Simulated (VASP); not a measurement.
# C in VASP: notebook

C is run at these levels: PBE+D3(BJ); tasks: single point.

All numbers are computed with VASP 6.6.1; they aren't measurements. Logs are shortened: lines on timing, memory, paths and dates and some standing lists are left out, and cuts for length are marked.

## Step 1: The cell of the first run

The cell holds a slab with vacuum, 4 atoms: a = 2.466 Å, b = 2.466 Å, c = 17.500 Å, α = 90.00°, β = 90.00°, γ = 120.00°.

## Step 2: Single point, PBE+D3(BJ)

Input file INCAR:

```
  ALGO = Normal
  DIPOL = 0.5 0.5 0.335
  EDIFF = 1E-7
  ENCUT = 520
  GGA = PE
  IDIPOL = 3
  ISIF = 2
  ISMEAR = 0
  IVDW = 12
  LASPH = True
  LCHARG = False
  LDIPOL = True
  LREAL = False
  LWAVE = False
  NBANDS = 16
  NELM = 60
  PREC = Accurate
  SIGMA = 0.1
```

Input file KPOINTS:

```
k-points
0
Gamma
  15 15 1
```

Input file POSCAR:

```
C
1.0
    2.4656524409      0.0000000000      0.0000000000
   -1.2328262205      2.1353176508      0.0000000000
    0.0000000000      0.0000000000     17.5000663883
C
4
Direct
    0.6666666667      0.3333333333      0.2571437784
    0.3333333333      0.6666666667      0.2571418816
    0.8333333333      0.3333333333      0.4120022306
    0.5000000000      0.6666666667      0.4120003338
```

Potentials or basis: VASP PAW PBE potentials, release 64 (C).

Started as:

```
> cat potpaw_PBE.64/C/POTCAR > POTCAR
> mpirun -np 1 vasp_std > vasp.out
```

OUTCAR:

```text
EDIFF = 1E-7
   ENCUT = 520
   GGA = PE
   ISIF = 2
   ISMEAR = 0
   IVDW = 12
   LASPH = True
   LREAL = False
   NELM = 60
   PREC = Accurate
 IVDW          = 12

 ion  position               nearest neighbor table
   1  0.667  0.333  0.257-   2 1.42   2 1.42   2 1.42
   2  0.333  0.667  0.257-   1 1.42   1 1.42   1 1.42
   3  0.833  0.333  0.412-   4 1.42   4 1.42   4 1.42
   4  0.500  0.667  0.412-   3 1.42   3 1.42   3 1.42

  LATTYP: Found a hexagonal cell.
 ALAT       =     2.4656524409
 C/A-ratio  =     7.0975398227

  Lattice vectors:

 A1 = (   2.4656524409,   0.0000000000,   0.0000000000)
 A2 = (  -1.2328262205,   2.1353176508,   0.0000000000)
 A3 = (   0.0000000000,   0.0000000000,  17.5000663883)

Analysis of symmetry for initial positions (statically):
=====================================================================
 Subroutine PRICEL returns:
 Original cell was already a primitive cell.

 Routine SETGRP: Setting up the symmetry group for a
 hexagonal supercell.

 Subroutine GETGRP returns: Found  4 space group operations
 (whereof  2 operations were pure point group operations)
 out of a pool of 24 trial point group operations.

The static configuration has the point symmetry C_1h.
 The point group associated with its full space group is C_2h.

Analysis of symmetry for dynamics (positions and initial velocities):
=====================================================================
 Subroutine PRICEL returns:
 Original cell was already a primitive cell.

 Routine SETGRP: Setting up the symmetry group for a
 hexagonal supercell.

 Subroutine GETGRP returns: Found  4 space group operations
 (whereof  2 operations were pure point group operations)
 out of a pool of 24 trial point group operations.

The dynamic configuration has the point symmetry C_1h.
 The point group associated with its full space group is C_2h.

 Subroutine INISYM returns: Found  4 space group operations
 (whereof  2 operations are pure point group operations),
 and found     1 'primitive' translations

----------------------------------------------------------------------------------------

                                     Primitive cell

  volume of cell :      92.1370

[... 98 lines left out ...]
   ISIF   =      2    stress and relaxation
   ISYM   =      2    0-nonsym 1-usesym 2-fastsym
   POTIM  = 0.5000    time-step for ionic-motion
   TEBEG  =    0.0;   TEEND  =   0.0 temperature during run
   PSTRESS=    0.0 pullay stress
   NELECT =      16.0000    total number of electrons
   NUPDOWN=      -1.0000    fix difference up-down
   EMIN   =  10.00;   EMAX   =-10.00  energy-range for DOS
   EFERMI =   0.00;   METHOD = LEGACY
   ISMEAR =     0;   SIGMA  =   0.10  broadening in eV -4-tet -1-fermi 0-gaus
   EFERMI_NEDOS =   21; number of points for ismear=-14 and -15
   IALGO  =     38    algorithm
   IMIX   =      4    mixing-type and parameters
     AMIX     =   0.40;   BMIX     =  1.00
     AMIX_MAG =   1.60;   BMIX_MAG =  1.00
  volume/ion in A,a.u.               =      23.03       155.44
  Fermi-wavevector in a.u.,A,eV,Ry     =   0.913349  1.725980 11.350070  0.834207
  Thomas-Fermi vector in A             =   2.037850
   LORBIT       =      0    0 simple, 1 ext, 2 COOP (PROOUT), +10 PAW based schemes
   GGA     = PE    functional components
   LHFCALC =     F    Hartree Fock is set to
   AEXX    =    0.0000 exact exchange contribution
   IVDW    =    12    specifies the selected vdW correction
   LEPSILON=     F    determine dielectric tensor
   LRPA    =     F    only Hartree local field effects (RPA)
 non-spin polarized calculation
 Gauss-broadening in eV      SIGMA  =   0.10
  energy-cutoff  :      520.00
  volume of cell :       92.14
 maximum number of plane-waves:      2516
   NGX =  9   NGY =  9   NGZ = 65

 dipolmoment           0.000000      0.000000      0.000087 electrons x Angstroem

 number of electron      15.9999996 magnetization

 dipolmoment           0.000000      0.000000     -0.000130 electrons x Angstroem

 Free energy of the ion-electron system (eV)
  ---------------------------------------------------
  ext. energy  EPLUGINS =         0.00000000
  ---------------------------------------------------
  free energy    TOTEN  =       -36.46805003 eV

  energy without entropy =      -36.46777948  energy(sigma->0) =      -36.46791475

 E-fermi :  -0.8785     XC(G=0):  -4.2823

 val. band max:       -1.0217143009   @ k =  -0.2667  -0.4000   0.0000
 cond. band min:      -0.7214825373   @ k =   0.4000   0.3333   0.0000
 fundamental gap:      0.3002317637
 Fermi energy:        -0.8784739068

 k-point     1 :       0.0000    0.0000    0.0000
  band No.  band energies     occupation
      1     -20.8246      2.00000
      2     -20.1547      2.00000
      3      -9.6973      2.00000
      4      -7.2098      2.00000
      5      -4.0215      2.00000
      6      -3.9977      2.00000
[... 433 lines left out ...]
      3      -9.8423      2.00000
      4      -9.5090      2.00000
      5      -7.1075      2.00000
      6      -6.8570      2.00000
[... 8 lines left out ...]
     15       7.6299      0.00000
     16       8.5616      0.00000

 [... further k-points ...]

------------------------ aborting loop because EDIFF is reached ----------------------------------------

 vacuum level on the upper side and lower side of the slab       (xc-potential included)        -0.062        -0.058

 Edisp (eV)   -0.54497

 E8    (eV) :    -0.1666

  FORCE on cell =-STRESS in cart. coord.  units (eV):
  Direction    XX          YY          ZZ          XY          YZ          ZX
  --------------------------------------------------------------------------------------
  -------------------------------------------------------------------------------------
  Total      -0.12389    -0.17463     3.35983     0.00000     0.00000     0.64463
  in kB      -2.15439    -3.03661    58.42440     0.00000     0.00000    11.20948
  external pressure =       17.74 kB  Pullay stress =        0.00 kB

 VOLUME and BASIS-vectors are now :
 -----------------------------------------------------------------------------
  energy-cutoff  :      520.00
  volume of cell :       92.14
      direct lattice vectors                 reciprocal lattice vectors
     2.465652441  0.000000000  0.000000000     0.405572166  0.234157199  0.000000000
    -1.232826221  2.135317651  0.000000000     0.000000000  0.468314398  0.000000000
     0.000000000  0.000000000 17.500066388     0.000000000  0.000000000  0.057142640

 POSITION                                       TOTAL-FORCE (eV/Angst)
 -----------------------------------------------------------------------------------
      1.23283      0.71177      4.50003        -0.118969      0.035618     -0.624457
     -0.00000      1.42355      4.50000        -0.118969     -0.035618     -0.624457
      1.64377      0.71177      7.21007         0.118969      0.035618      0.624457
      0.41094      1.42355      7.21003         0.118969     -0.035618      0.624457
 -----------------------------------------------------------------------------------
    total drift:                                0.000013      0.000000     -0.029691

  FREE ENERGIE OF THE ION-ELECTRON SYSTEM (eV)
  ---------------------------------------------------
  free  energy   TOTEN  =       -37.0130208365 eV

  energy  without entropy=      -37.0127502915  energy(sigma->0) =      -37.01288556

 vacuum level on the upper side and lower side of the slab         3.441         3.445
```

stdout:

```text
POSCAR found type information on POSCAR C
 POSCAR found :  1 types and       4 ions
 scaLAPACK will be used
 LDA part: xc-table for (Slater+PW92), standard interpolation
 POSCAR, INCAR and KPOINTS ok, starting setup
 FFT: planning ... GRIDC
 FFT: planning ... GRID_SOFT
 FFT: planning ... GRID
 WAVECAR not read
 entering main loop
```

It took 54 s on 1 thread of Intel Xeon 6975P-C (Granite Rapids), shared host; peak memory 0.23 GiB.

What came out:

```yaml
Free_energy: -37.0130 eV
Largest_force: 0.637 eV/Å
Band_gap_on_the_k_mesh: 0.30 eV, indirect (least direct gap 0.31 eV)
Dispersion_energy_per_atom: -0.136 eV
```

Forces on the atoms (eV/Å):
```
C   -0.119  0.036 -0.624
C   -0.119 -0.036 -0.624
C    0.119  0.036  0.624
C    0.119 -0.036  0.624
```

## Step 3: Single point, PBE+D3(BJ)

Input file INCAR:

```
SYSTEM = C
PREC     = Accurate       ! precision mode
ENCUT    = 520            ! plane-wave cutoff, eV
EDIFF    = 1E-6           ! SCF threshold, eV
ISMEAR   = 0              ! smearing method
SIGMA    = 0.1            ! smearing width, eV
LREAL    = .FALSE.        ! projectors in reciprocal space
LASPH    = .TRUE.         ! aspherical terms in the spheres
NELM     = 80             ! most SCF steps
ALGO     = Normal         ! electronic algorithm
ISIF     = 2              ! what is computed and relaxed
LWAVE    = .FALSE.        ! write WAVECAR
LCHARG   = .FALSE.        ! write CHGCAR
LDIPOL   = .TRUE.       
IDIPOL   = 3            
DIPOL    = 0.5 0.5 0.349
GGA      = PE             ! functional
IVDW     = 12             ! dispersion correction
NBANDS   = 16             ! bands
```

Input file KPOINTS:

```
regular mesh
0
G
  15 15 1
  0 0 0
```

POSCAR, as its differences from that of step 2:

```diff
@@ -10,3 +10,3 @@
     0.3333333333      0.6666666667      0.2571418816
-    0.8333333333      0.3333333333      0.4120022306
-    0.5000000000      0.6666666667      0.4120003338
+    0.8333333333      0.3333333333      0.4417164036
+    0.5000000000      0.6666666667      0.4417145068
```

Potentials or basis: VASP PAW PBE potentials, release 64 (C).

Started as:

```
> cat potpaw_PBE.64/C/POTCAR > POTCAR
> mpirun -np 1 vasp_std > vasp.out
```

OUTCAR:

```text
SYSTEM = C
   PREC = Accurate
   ENCUT = 520
   EDIFF = 1E-6
   ISMEAR = 0
   LREAL = .FALSE.
   LASPH = .TRUE.
   NELM = 80
   ISIF = 2
   GGA = PE
   IVDW = 12
 IVDW          = 12

 ion  position               nearest neighbor table
   1  0.667  0.333  0.257-   2 1.42   2 1.42   2 1.42
   2  0.333  0.667  0.257-   1 1.42   1 1.42   1 1.42
   3  0.833  0.333  0.442-   4 1.42   4 1.42   4 1.42
   4  0.500  0.667  0.442-   3 1.42   3 1.42   3 1.42

  LATTYP: Found a hexagonal cell.
 ALAT       =     2.4656524409
 C/A-ratio  =     7.0975398227

  Lattice vectors:

 A1 = (   2.4656524409,   0.0000000000,   0.0000000000)
 A2 = (  -1.2328262205,   2.1353176508,   0.0000000000)
 A3 = (   0.0000000000,   0.0000000000,  17.5000663883)

Analysis of symmetry for initial positions (statically):
=====================================================================
 Subroutine PRICEL returns:
 Original cell was already a primitive cell.

 Routine SETGRP: Setting up the symmetry group for a
 hexagonal supercell.

 Subroutine GETGRP returns: Found  4 space group operations
 (whereof  2 operations were pure point group operations)
 out of a pool of 24 trial point group operations.

The static configuration has the point symmetry C_1h.
 The point group associated with its full space group is C_2h.

Analysis of symmetry for dynamics (positions and initial velocities):
=====================================================================
 Subroutine PRICEL returns:
 Original cell was already a primitive cell.

 Routine SETGRP: Setting up the symmetry group for a
 hexagonal supercell.

 Subroutine GETGRP returns: Found  4 space group operations
 (whereof  2 operations were pure point group operations)
 out of a pool of 24 trial point group operations.

The dynamic configuration has the point symmetry C_1h.
 The point group associated with its full space group is C_2h.

 Subroutine INISYM returns: Found  4 space group operations
[... 129 lines left out ...]
   IVDW    =    12    specifies the selected vdW correction
   LEPSILON=     F    determine dielectric tensor
   LRPA    =     F    only Hartree local field effects (RPA)
 non-spin polarized calculation
 Gauss-broadening in eV      SIGMA  =   0.10
  energy-cutoff  :      520.00
  volume of cell :       92.14
 maximum number of plane-waves:      2516
   NGX =  9   NGY =  9   NGZ = 65

 dipolmoment           0.000000      0.000000      0.000359 electrons x Angstroem

 number of electron      15.9999996 magnetization

 dipolmoment           0.000000      0.000000     -0.000131 electrons x Angstroem

 Free energy of the ion-electron system (eV)
  ---------------------------------------------------
  ext. energy  EPLUGINS =         0.00000000
  ---------------------------------------------------
  free energy    TOTEN  =       -36.82886923 eV

  energy without entropy =      -36.82886922  energy(sigma->0) =      -36.82886922

 E-fermi :  -0.8471     XC(G=0):  -4.4057

 val. band max:       -1.2162285292   @ k =   0.3333   0.3333   0.0000
 cond. band min:      -0.4780871590   @ k =   0.3333   0.3333   0.0000
 fundamental gap:      0.7381413702
 Fermi energy:        -0.8470555738

 k-point     1 :       0.0000    0.0000    0.0000
  band No.  band energies     occupation
      1     -20.4653      2.00000
      2     -20.2623      2.00000
      3      -9.0339      2.00000
      4      -7.8529      2.00000
      5      -3.8859      2.00000
      6      -3.8813      2.00000
[... 433 lines left out ...]
      3      -9.6137      2.00000
      4      -9.5273      2.00000
      5      -6.7003      2.00000
      6      -6.6605      2.00000
[... 8 lines left out ...]
     15       7.5418      0.00000
     16       8.6816      0.00000

 [... further k-points ...]

------------------------ aborting loop because EDIFF is reached ----------------------------------------

 vacuum level on the upper side and lower side of the slab       (xc-potential included)        -0.158        -0.156

 Edisp (eV)   -0.49199

 E8    (eV) :    -0.1477

  FORCE on cell =-STRESS in cart. coord.  units (eV):
  Direction    XX          YY          ZZ          XY          YZ          ZX
  --------------------------------------------------------------------------------------
  -------------------------------------------------------------------------------------
  Total       0.04849     0.02880     0.51272    -0.00000     0.00000     0.12115
  in kB       0.84321     0.50075     8.91576    -0.00000     0.00000     2.10666
  external pressure =        3.42 kB  Pullay stress =        0.00 kB

 VOLUME and BASIS-vectors are now :
 -----------------------------------------------------------------------------
  energy-cutoff  :      520.00
  volume of cell :       92.14
      direct lattice vectors                 reciprocal lattice vectors
     2.465652441  0.000000000  0.000000000     0.405572166  0.234157199  0.000000000
    -1.232826221  2.135317651  0.000000000     0.000000000  0.468314398  0.000000000
     0.000000000  0.000000000 17.500066388     0.000000000  0.000000000  0.057142640

 POSITION                                       TOTAL-FORCE (eV/Angst)
 -----------------------------------------------------------------------------------
      1.23283      0.71177      4.50003        -0.018781      0.001051     -0.083340
     -0.00000      1.42355      4.50000        -0.018781     -0.001051     -0.083340
      1.64377      0.71177      7.73007         0.018781      0.001051      0.083340
      0.41094      1.42355      7.73003         0.018781     -0.001051      0.083340
 -----------------------------------------------------------------------------------
    total drift:                                0.000005     -0.000000     -0.029697

  FREE ENERGIE OF THE ION-ELECTRON SYSTEM (eV)
  ---------------------------------------------------
  free  energy   TOTEN  =       -37.3208618757 eV

  energy  without entropy=      -37.3208618744  energy(sigma->0) =      -37.32086188

 vacuum level on the upper side and lower side of the slab         3.328         3.330
```

Wall time 54 s (1 thread of Intel Xeon 6975P-C (Granite Rapids), shared host); peak memory 0.23 GiB.

What came out:

| Item | Value |
| --- | --- |
| Free energy | -37.3209 eV |
| Largest force | 0.085 eV/Å |
| Band gap on the k mesh | 0.74 eV, direct |
| Dispersion energy per atom | -0.123 eV |

Forces on the atoms (eV/Å):
```
C   -0.019  0.001 -0.083
C   -0.019 -0.001 -0.083
C    0.019  0.001  0.083
C    0.019 -0.001  0.083
```

Levels at points of the mesh, in eV from the valence-band top:
| k point | band 4 | band 5 | band 6 | band 7 | band 8 | band 9 | band 10 | band 11 | band 12 | band 13 |
| --- | --- | --- | --- | --- | --- | --- | --- | --- | --- | --- |
| (0.00, 0.00, 0.00) | -6.64 | -2.67 | -2.67 | -2.65 | -2.65 | 3.83 | 4.27 | 5.18 | 6.90 | 7.29 |

## Step 4: Single point, PBE+D3(BJ)

Input file INCAR:

```
PREC     = Accurate       # precision mode
ENCUT    = 520            # plane-wave cutoff, eV
EDIFF    = 1E-6           # SCF threshold, eV
ISMEAR   = 0              # smearing method
SIGMA    = 0.1            # smearing width, eV
LREAL    = False          # projectors in reciprocal space
LASPH    = True           # aspherical terms in the spheres
NELM     = 60             # most SCF steps
ALGO     = Normal         # electronic algorithm
ISIF     = 2              # what is computed and relaxed
LWAVE    = False          # write WAVECAR
LCHARG   = False          # write CHGCAR
LDIPOL   = True         
IDIPOL   = 3            
DIPOL    = 0.5 0.5 0.369
GGA      = PE             # functional
IVDW     = 12             # dispersion correction
NBANDS   = 16             # bands
```

Input file KPOINTS:

```
regular mesh
0
Gamma
  15 15 1
```

POSCAR, as its differences from that of step 3:

```diff
@@ -10,3 +10,3 @@
     0.3333333333      0.6666666667      0.2571418816
-    0.8333333333      0.3333333333      0.4417164036
-    0.5000000000      0.6666666667      0.4417145068
+    0.8333333333      0.3333333333      0.4805733991
+    0.5000000000      0.6666666667      0.4805715023
```

Started as:

```
> cat potpaw_PBE.64/C/POTCAR > POTCAR
> mpirun -np 1 vasp_std > vasp.out
```

It took 48 s on 1 thread of Intel Xeon 6975P-C (Granite Rapids), shared host; peak memory 0.24 GiB.

Results (log left out):

```yaml
Free_energy: -37.3296 eV
Largest_force: 0.024 eV/Å
Band_gap_on_the_k_mesh: 0.22 eV, direct
Dispersion_energy_per_atom: -0.108 eV
```

Forces in eV/Å, atoms in the order of the input:
```
C   -0.001  0.000  0.024
C   -0.001  0.000  0.024
C    0.001  0.000 -0.024
C    0.001  0.000 -0.024
```

Levels at points of the mesh, in eV from the valence-band top:
```
           k point  band 5  band 6  band 7  band 8  band 9  band 10  band 11  band 12
(0.00, 0.00, 0.00)   -2.93   -2.93   -2.93   -2.93    3.38     3.92     4.72     6.07
```

## Step 5: Single point, PBE+D3(BJ)

Input file INCAR:

```
PREC = Accurate ; ENCUT = 520
EDIFF = 1E-6 ; ISMEAR = 0
SIGMA = 0.1 ; LREAL = F
LASPH = T ; NELM = 100
ALGO = Normal ; ISIF = 2
LWAVE = F ; LCHARG = F
LDIPOL = T ; IDIPOL = 3
DIPOL = 0.5 0.5 0.342 ; GGA = PE
IVDW = 12 ; NBANDS = 16
```

Input file KPOINTS:

```
Automatic mesh
0
Gamma
  15 15 1
```

POSCAR, as its differences from that of step 4:

```diff
@@ -10,3 +10,3 @@
     0.3333333333      0.6666666667      0.2571418816
-    0.8333333333      0.3333333333      0.4805733991
-    0.5000000000      0.6666666667      0.4805715023
+    1.0000000000      0.3333333333      0.4274307435
+    0.6666666667      0.6666666667      0.4274288467
```

Started as:

```
> cat potpaw_PBE.64/C/POTCAR > POTCAR
> mpirun -np 1 vasp_std > vasp.out
```

Run time: 53 s. Hardware: 1 thread of Intel Xeon 6975P-C (Granite Rapids), shared host; peak memory 0.24 GiB.

It converged, with:

```yaml
Free_energy: -37.2803 eV
Largest_force: 0.194 eV/Å
Band_gap_on_the_k_mesh: 0.73 eV, direct
Dispersion_energy_per_atom: -0.130 eV
```

Forces in eV/Å, atoms in the order of the input:
```
C   -0.039  0.004 -0.190
C   -0.039 -0.004 -0.190
C    0.039  0.004  0.190
C    0.039 -0.004  0.190
```

Levels at points of the mesh, in eV from the valence-band top:
| k point | band 6 | band 7 | band 8 | band 9 | band 10 | band 11 |
| --- | --- | --- | --- | --- | --- | --- |
| (0.00, 0.00, 0.00) | -2.65 | -2.62 | -2.62 | 3.93 | 4.34 | 5.26 |
